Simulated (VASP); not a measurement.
## In2BiP: single point with PBE

Crystal: In2BiP.

```
P In Bi
1.0
    -3.21062    3.21062    6.30936
     3.21062   -3.21062    6.30936
     3.21062    3.21062   -6.30936
P In Bi
2 4 2
Direct
  0.00000 0.00000 0.00000
  0.25000 0.75000 0.50000
  0.62500 0.66840 0.54340
  0.91840 0.37500 0.04340
  0.12500 0.08160 0.45660
  0.33160 0.87500 0.95660
  0.50000 0.50000 0.00000
  0.75000 0.25000 0.50000
```

```
Program                : VASP 6.6.1
Task                   : single point
Functional             : PBE
Potentials or basis    : VASP PAW PBE potentials, release 64 (P, In_d, Bi_d)
Cutoff                 : 520 eV
k mesh                 : 6 × 6 × 6
Occupations            : fermi-dirac, width 0.02 eV
Spin                   : no spin polarisation
Dipole correction      : no
Further INCAR settings : ALGO = Normal; EDIFF = 1e-07; NBANDS = 56
```

The pressure is 0.0 GPa. The band gap on the k mesh is 0.13 eV, indirect (least direct gap 0.18 eV).

Levels at points of the mesh, in eV from the valence-band top:
| k point | band 43 | band 44 | band 45 | band 46 | band 47 | band 48 | band 49 | band 50 |
| --- | --- | --- | --- | --- | --- | --- | --- | --- |
| (0.00, 0.00, 0.00) | -1.87 | -0.89 | -0.04 | -0.04 | 0.13 | 1.29 | 1.56 | 3.20 |
| (0.50, 0.00, 0.00) | -1.82 | -1.39 | -1.17 | -0.46 | 2.13 | 2.20 | 2.41 | 2.68 |
| (0.50, 0.50, 0.00) | -0.89 | -0.89 | -0.48 | -0.48 | 0.47 | 0.47 | 2.06 | 2.06 |
| (0.50, 0.50, 0.50) | -1.33 | -1.33 | -0.95 | -0.95 | 1.28 | 1.28 | 1.73 | 1.73 |

Wall time 13 min on 1 thread of Intel(R) Xeon(R) Platinum 8259CL CPU @ 2.50GHz (Skylake/Cascade Lake), with other jobs on the host, peak memory 0.73 GiB.

Caveat: spin-orbit coupling is left out, which moves the levels of the heavy elements. A k mesh can miss the band edges.
